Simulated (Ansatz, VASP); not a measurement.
One calculation of AlFe, two programs

```
Al Fe
1.0
     3.00394    0.00000    0.00000
     0.00000    3.00394    0.00000
     0.00000    0.00000    3.00394
Al Fe
1 1
Cartesian
  0.0000 0.0000 0.0000
  1.5020 1.5020 1.5020
```

Change from the starting cell: volume scaled by 1.1, PAW files.

Alike in both runs: task single point; functional PBE; k mesh 11 × 11 × 11; occupations fermi-dirac, width 0.1 eV; collinear spin.

|  | VASP | Ansatz |
| --- | --- | --- |
| version | VASP 6.6.1 | Ansatz 0.2.0 |
| potentials or method | VASP PAW PBE potentials, release 64 (Al, Fe) | PAW with Ansatz's default frozen-core files, scalar-relativistic |
| plane-wave cutoff (eV) | 520 | 420 |
| valence electrons in the cell | 11 | 19 |

```csv
,VASP,Ansatz,Ansatz less VASP
pressure (GPa),-17.1,-17.1,-0.01
net moment per atom (μB),0.40,0.40,-0.001
size of the moment on the site where the two differ most (μB),0.03,0.04,+0.013
```

Site moments also hang on the region over which each program counts them. VASP's potentials hold 11 valence electrons a cell and Ansatz's 19, so a difference there can come from the potentials and not from the codes.
